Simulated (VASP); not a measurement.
# MoH3 (Cmmm) in VASP: further runs

Runs on MoH3. Level: PBE. Tasks: single point.

Everything below comes from runs of VASP 6.6.1. Logs are shortened: lines on timing, memory, paths and dates and some standing lists are left out, and cuts for length are marked.

### Step 1. The cell of the first run

Symmetry: Cmmm, No. 65, orthorhombic system. Conventional cell: a = 2.985 Å, b = 6.229 Å, c = 2.818 Å, α = 90.00°, β = 90.00°, γ = 90.00°. H (site symmetry m2m) has 4 H at 1.67 to 1.84 Å and 3 Mo at 1.90 to 1.93 Å within 2.2 Å. H (site symmetry mmm) has 4 H at 1.84 Å and 4 Mo at 2.05 Å within 2.4 Å. Within 2.5 Å of Mo (site symmetry mmm) lie 10 H at 1.90 to 2.05 Å.

The cell was built from a structure type or drawn by symmetry, and may not be a known phase.

### Step 2. Single point, PBE, collinear spin

Input file INCAR:

```
PREC = Accurate
ENCUT = 520
EDIFF = 1E-6
ISMEAR = 0
SIGMA = 0.1
LREAL = False
LASPH = True
NELM = 150
ALGO = Normal
ISIF = 2
LWAVE = False
LCHARG = False
ISPIN = 2
MAGMOM = 0 0 0 1
LORBIT = 11
LMAXMIX = 4
GGA = PE
NBANDS = 20
```

Input file KPOINTS:

```
regular mesh
0
Gamma
  6 6 6
```

Input file POSCAR:

```
MoH3
1.0
    1.4925014397     -3.1143582128      0.0000000000
    1.4925014397      3.1143582128      0.0000000000
    0.0000000000      0.0000000000      2.8179391518
H Mo
3 1
Direct
    0.3105004878      0.6894995122      0.0000000000
    0.6894995122      0.3105004878      0.0000000000
    0.5000000000      0.5000000000      0.5000000000
    0.0000000000      0.0000000000      0.0000000000
```

Potentials or basis: VASP PAW PBE potentials, release 64 (H, Mo_sv).

Command:

```console
> cat potpaw_PBE.64/H/POTCAR potpaw_PBE.64/Mo_sv/POTCAR > POTCAR
> mpirun -np 1 vasp_std > vasp.out
```

OUTCAR:

```text
PREC = Accurate
   ENCUT = 520
   EDIFF = 1E-6
   ISMEAR = 0
   LREAL = False
   LASPH = True
   NELM = 150
   ISIF = 2
   ISPIN = 2
   LORBIT = 11
   GGA = PE

 ion  position               nearest neighbor table
   1  0.311  0.689  0.000-   4 1.90   4 1.90   4 1.93
   2  0.689  0.311  0.000-   4 1.90   4 1.90   4 1.93
   3  0.500  0.500  0.500-   4 2.05   4 2.05   4 2.05   4 2.05
   4  0.000  0.000  0.000-   2 1.90   1 1.90   2 1.90   1 1.90   1 1.93   2 1.93   3 2.05   3 2.05
                             3 2.05   3 2.05

  LATTYP: Found a base centered orthorhombic cell.
 ALAT       =     2.9850028794
 B/A-ratio  =     2.0866701565
 C/A-ratio  =     0.9440323060

  Lattice vectors:

 A1 = (   1.4925014397,  -3.1143582128,   0.0000000000)
 A2 = (   1.4925014397,   3.1143582128,   0.0000000000)
 A3 = (   0.0000000000,   0.0000000000,   2.8179391518)

Analysis of symmetry for initial positions (statically):
=====================================================================
 Subroutine PRICEL returns:
 Original cell was already a primitive cell.

 Routine SETGRP: Setting up the symmetry group for a
 base centered orthorhombic supercell.

 Subroutine GETGRP returns: Found  8 space group operations
 (whereof  8 operations were pure point group operations)
 out of a pool of  8 trial point group operations.

The static configuration has the point symmetry D_2h.

Analysis of symmetry for dynamics (positions and initial velocities):
=====================================================================
 Subroutine PRICEL returns:
 Original cell was already a primitive cell.

 Routine SETGRP: Setting up the symmetry group for a
 base centered orthorhombic supercell.

 Subroutine GETGRP returns: Found  8 space group operations
 (whereof  8 operations were pure point group operations)
 out of a pool of  8 trial point group operations.

The dynamic configuration has the point symmetry D_2h.

Analysis of structural, dynamic, and magnetic symmetry:
=====================================================================
 Subroutine PRICEL returns:
 Original cell was already a primitive cell.

 Routine SETGRP: Setting up the symmetry group for a
 base centered orthorhombic supercell.

 Subroutine GETGRP returns: Found  8 space group operations
 (whereof  8 operations were pure point group operations)
 out of a pool of  8 trial point group operations.

The overall configuration has the point symmetry D_2h.

 Subroutine INISYM returns: Found  8 space group operations
 (whereof  8 operations are pure point group operations),
 and found     1 'primitive' translations
[... 122 lines left out ...]
  Thomas-Fermi vector in A             =   2.538587
   LORBIT       =     11    0 simple, 1 ext, 2 COOP (PROOUT), +10 PAW based schemes
   GGA     = PE    functional components
   LHFCALC =     F    Hartree Fock is set to
   AEXX    =    0.0000 exact exchange contribution
   IVDW    =     0    specifies the selected vdW correction
   LEPSILON=     F    determine dielectric tensor
   LRPA    =     F    only Hartree local field effects (RPA)
 spin polarized calculation
 Gauss-broadening in eV      SIGMA  =   0.10
  energy-cutoff  :      520.00
  volume of cell :       26.20
 maximum number of plane-waves:       721
 NGX is ok and might be reduce to    28
   NGX = 13   NGY = 13   NGZ = 11

 number of electron      17.0000000 magnetization       0.0006470

 Free energy of the ion-electron system (eV)
  ---------------------------------------------------
  ext. energy  EPLUGINS =         0.00000000
  ---------------------------------------------------
  free energy    TOTEN  =       -19.42669803 eV

  energy without entropy =      -19.41726214  energy(sigma->0) =      -19.42198008

 E-fermi :   8.3832     XC(G=0): -11.9323

 val. band max:        8.3819966923   @ k =   0.1667   0.0000   0.3333
 cond. band min:       8.4531984431   @ k =   0.3333   0.0000   0.5000
 fundamental gap:      0.0712017507
 Fermi energy:         8.3832141213

 spin component 1

 k-point     1 :       0.0000    0.0000    0.0000
  band No.  band energies     occupation
      1     -52.9675      1.00000
      2     -27.0650      1.00000
      3     -26.8835      1.00000
      4     -26.6244      1.00000
      5      -3.4742      1.00000
      6       2.3514      1.00000
[... 541 lines left out ...]
     19      29.7845      0.00000
     20      30.6913      0.00000

 [... further k-points ...]

 spin component 2

 k-point     1 :       0.0000    0.0000    0.0000
  band No.  band energies     occupation
      1     -52.9671      1.00000
      2     -27.0647      1.00000
      3     -26.8830      1.00000
      4     -26.6239      1.00000
      5      -3.4742      1.00000
      6       2.3518      1.00000
[... 541 lines left out ...]
     19      29.7846      0.00000
     20      30.6917      0.00000

 [... further k-points ...]
[... 5 lines left out ...]
  --------------------------------------------------------------------------------------
  -------------------------------------------------------------------------------------
  Total        0.2481213     -0.2483906     -0.0558329      0.0000000      0.0000000      0.0000000
  in kB       15.1750329    -15.1915054     -3.4147244      0.0000000      0.0000000      0.0000000
  external PRESSURE =      -1.1437323 kB  Pullay stress =       0.0000000 kB

 VOLUME and BASIS-vectors are now :
 -----------------------------------------------------------------------------
  energy-cutoff  :      520.00
  volume of cell :       26.20
      direct lattice vectors                 reciprocal lattice vectors
     1.492501440 -3.114358213  0.000000000     0.335008052 -0.160546721  0.000000000
     1.492501440  3.114358213  0.000000000     0.335008052  0.160546721  0.000000000
     0.000000000  0.000000000  2.817939152     0.000000000  0.000000000  0.354869267

 POSITION                                       TOTAL-FORCE (eV/Angst)
 -----------------------------------------------------------------------------------
      1.49250      1.18034      0.00000        -0.000000      0.020634     -0.000000
      1.49250     -1.18034      0.00000        -0.000000     -0.020634      0.000000
      1.49250      0.00000      1.40897        -0.000000      0.000000     -0.000000
      0.00000      0.00000      0.00000         0.000000      0.000000     -0.000000
 -----------------------------------------------------------------------------------
    total drift:                               -0.000000      0.000000      0.000000

  FREE ENERGIE OF THE ION-ELECTRON SYSTEM (eV)
  ---------------------------------------------------
  free  energy   TOTEN  =       -19.4266980301 eV

  energy  without entropy=      -19.4172621370  energy(sigma->0) =      -19.42198008

 total charge

# of ion       s       p       d       tot
------------------------------------------
    1        0.533   0.026   0.000   0.559
    2        0.533   0.026   0.000   0.559
    3        0.503   0.024   0.000   0.527
    4        2.257   6.155   4.090  12.502
--------------------------------------------------
tot          3.826   6.232   4.090  14.148

 magnetization (x)

# of ion       s       p       d       tot
------------------------------------------
    1       -0.000   0.000   0.000  -0.000
    2       -0.000   0.000   0.000  -0.000
    3       -0.000   0.000   0.000  -0.000
    4        0.000   0.000   0.000   0.000
--------------------------------------------------
tot         -0.000   0.000   0.000   0.000
```

OSZICAR:

```text
N       E                     dE             d eps       ncg     rms          rms(c)
DAV:   1     0.109083942061E+03    0.10908E+03   -0.86229E+03  4168   0.835E+02
DAV:   2    -0.186561346541E+02   -0.12774E+03   -0.12232E+03  4688   0.257E+02
DAV:   3    -0.207746063018E+02   -0.21185E+01   -0.21004E+01  4876   0.319E+01
DAV:   4    -0.207800174688E+02   -0.54112E-02   -0.54109E-02  4528   0.189E+00
DAV:   5    -0.207800509198E+02   -0.33451E-04   -0.33452E-04  4840   0.134E-01    0.218E+01
DAV:   6    -0.194408108067E+02    0.13392E+01   -0.14352E+00  4472   0.121E+01    0.549E+00
DAV:   7    -0.194255324361E+02    0.15278E-01   -0.12175E-01  4632   0.232E+00    0.313E+00
DAV:   8    -0.194241148863E+02    0.14175E-02   -0.62853E-03  4652   0.614E-01    0.169E+00
DAV:   9    -0.194248701765E+02   -0.75529E-03   -0.45630E-03  4656   0.502E-01    0.276E-01
DAV:  10    -0.194258849719E+02   -0.10148E-02   -0.15325E-03  4612   0.268E-01    0.168E-01
DAV:  11    -0.194264244848E+02   -0.53951E-03   -0.69279E-04  4692   0.158E-01    0.738E-02
DAV:  12    -0.194266069299E+02   -0.18245E-03   -0.21529E-04  4664   0.859E-02    0.412E-02
DAV:  13    -0.194266769226E+02   -0.69993E-04   -0.11983E-04  4684   0.593E-02    0.186E-02
DAV:  14    -0.194266930007E+02   -0.16078E-04   -0.28874E-05  4732   0.287E-02    0.882E-03
DAV:  15    -0.194266966105E+02   -0.36098E-05   -0.47055E-06  4672   0.123E-02    0.489E-03
DAV:  16    -0.194266978378E+02   -0.12273E-05   -0.24649E-06  4036   0.861E-03    0.193E-03
DAV:  17    -0.194266980301E+02   -0.19225E-06   -0.59998E-07  2312   0.461E-03
   1 F= -.19426698E+02 E0= -.19421980E+02  d E =-.943589E-02  mag=     0.0000
```

Wall time 1.7 min (1 thread of Intel Xeon 8259CL, shared host); peak memory 0.19 GiB.

Results:

| Quantity | Value |
| --- | --- |
| Free energy | -19.4267 eV |
| Pressure | -0.1 GPa |
| Largest force | 0.021 eV/Å |
| Net moment | 0.00 μB per cell |
| Valence electrons inside the program's atomic spheres | H 0.56, 0.53 (each value once); Mo 12.50 |

Forces in eV/Å, atoms in the order of the input:
```
H    0.000  0.021  0.000
H    0.000 -0.021  0.000
H    0.000  0.000  0.000
Mo   0.000  0.000  0.000
```

Stress tensor (GPa, compression positive):
```
 1.52  0.00  0.00
 0.00 -1.52  0.00
 0.00  0.00 -0.34
```

Caveat: the k points lie up to 0.39 Å⁻¹ apart.

### Step 3. Single point, PBE

This run uses another cell than the first one, of 6.50 Å³/atom.

Input file INCAR:

```
SYSTEM = MoH3
PREC = Accurate ; ENCUT = 520
EDIFF = 1E-6 ; ISMEAR = 0
SIGMA = 0.1 ; LREAL = .FALSE.
LASPH = .TRUE. ; NELM = 60
ALGO = Normal ; ISIF = 2
LWAVE = .FALSE. ; LCHARG = .TRUE.
GGA = PE ; LELF = .TRUE.
LVHAR = .TRUE. ; NBANDS = 16
```

Input file KPOINTS:

```
Automatic mesh
0
G
  14 14 12
  0 0 0
```

Input file POSCAR:

```
MoH3
1.0
    1.5007265607     -3.1198420499      0.0000000000
    1.5007265607      3.1198420499      0.0000000000
    0.0000000000      0.0000000000      2.7785362006
H Mo
3 1
Direct
    0.3100370145      0.6899629855      0.0000000000
    0.6899629855      0.3100370145      0.0000000000
    0.5000000000      0.5000000000      0.5000000000
    0.0000000000      0.0000000000      0.0000000000
```

Potentials or basis: VASP PAW PBE potentials, release 64 (H, Mo_sv).

Command:

```console
> cat potpaw_PBE.64/H/POTCAR potpaw_PBE.64/Mo_sv/POTCAR > POTCAR
> mpirun -np 1 vasp_std > vasp.out
```

Run time: 4.2 min. Hardware: 1 thread of Intel Xeon 8259CL, shared host; peak memory 0.28 GiB.

Results (log left out):

| Property | Result |
| --- | --- |
| Free energy | -19.4949 eV |
| Pressure | 0.0 GPa |
| Largest force | 0.003 eV/Å |
| Band gap on the k mesh | zero (an odd number of electrons rules out a gap without spin polarisation) |

Forces in eV/Å, atoms in the order of the input:
```
H    0.000  0.003  0.000
H    0.000 -0.003  0.000
H    0.000  0.000  0.000
Mo   0.000  0.000  0.000
```

Stress tensor (GPa, compression positive):
```
 0.10  0.00  0.00
 0.00  0.00  0.00
 0.00  0.00 -0.05
```

Levels at points of the mesh, in eV from the Fermi level:
```
           k point  band 4  band 5  band 6  band 7  band 8  band 9  band 10  band 11  band 12  band 13
(0.00, 0.00, 0.00)  -34.88  -11.90   -5.98   -3.41   -1.17    0.15     1.66     1.94     7.30    10.60
(0.50, 0.00, 0.00)  -34.83   -8.27   -7.48   -3.28   -0.09   -0.05     0.32     1.47     4.15     8.95
(0.50, 0.50, 0.00)  -34.87   -9.31   -7.70   -4.06    0.57    0.67     1.57     1.82     7.12     8.59
(0.00, 0.00, 0.50)  -35.25   -9.50   -5.41   -2.63   -1.29   -0.89    -0.58     1.32     5.33     6.42
(0.50, 0.00, 0.50)  -35.41   -7.84   -7.14   -4.11   -1.85    0.69     3.21     3.58     7.50     7.64
(0.50, 0.50, 0.50)  -35.27   -5.96   -5.89   -4.29   -4.13   -1.18     1.01     1.86     6.87     9.18
```
